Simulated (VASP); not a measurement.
Input of a VASP 6.6.1 run:

The input INCAR:

```
SYSTEM = Al3Sb2P
ALGO     = Normal         ! electronic algorithm
EDIFF    = 1E-6           ! SCF threshold, eV
ENCUT    = 520            ! plane-wave cutoff, eV
GGA      = PE             ! functional
ISIF     = 2              ! what is computed and relaxed
ISMEAR   = 0              ! smearing method
LASPH    = .True.         ! aspherical terms in the spheres
LCHARG   = .False.        ! write CHGCAR
LREAL    = .False.        ! projectors in reciprocal space
LWAVE    = .False.        ! write WAVECAR
NBANDS   = 21             ! bands
NELM     = 100            ! most SCF steps
PREC     = Accurate       ! precision mode
SIGMA    = 0.1            ! smearing width, eV
```

KPOINTS

```
k-points
0
Gamma
  12 12 4
  0 0 0
```

Contents of POSCAR:

```
Al3Sb2P
1.0
    3.3020114812      0.0000000000      0.0000000000
    0.0000000000      3.3020114812      0.0000000000
    0.0000000000      0.0000000000     11.0962901290
Al Sb P
3 2 1
Direct
    0.5000000000      0.5000000000      0.1206930708
    0.5000000000      0.5000000000      0.5000000000
    0.5000000000      0.5000000000      0.8793069292
    0.0000000000      0.0000000000      0.3180275856
    0.0000000000      0.0000000000      0.6819724144
    0.0000000000      0.0000000000      0.0000000000
```

Potentials or basis: VASP PAW PBE potentials, release 64 (Al, Sb, P).

The run is started by

```bash
$ cat potpaw_PBE.64/Al/POTCAR potpaw_PBE.64/Sb/POTCAR potpaw_PBE.64/P/POTCAR > POTCAR
$ mpirun -np 1 vasp_std > vasp.out
```

**Question.** What does it give for the band gap on the k mesh?

**Answer.** Zero (band 12 reaches 10.18 eV, above the bottom of band 13 at 6.56 eV).

**Question.** What does it give for the largest force?

**Answer.** 0.005 eV/Å.

**Question.** Predict the pressure.

**Answer.** 0.0 GPa.

Forces in eV/Å, atoms in the order of the input:
```
Al   0.000  0.000 -0.004
Al   0.000  0.000  0.000
Al   0.000  0.000  0.004
Sb   0.000  0.000 -0.005
Sb   0.000  0.000  0.005
P    0.000  0.000  0.000
```

Caveat: spin-orbit coupling is left out, which moves the levels of the heavy elements.
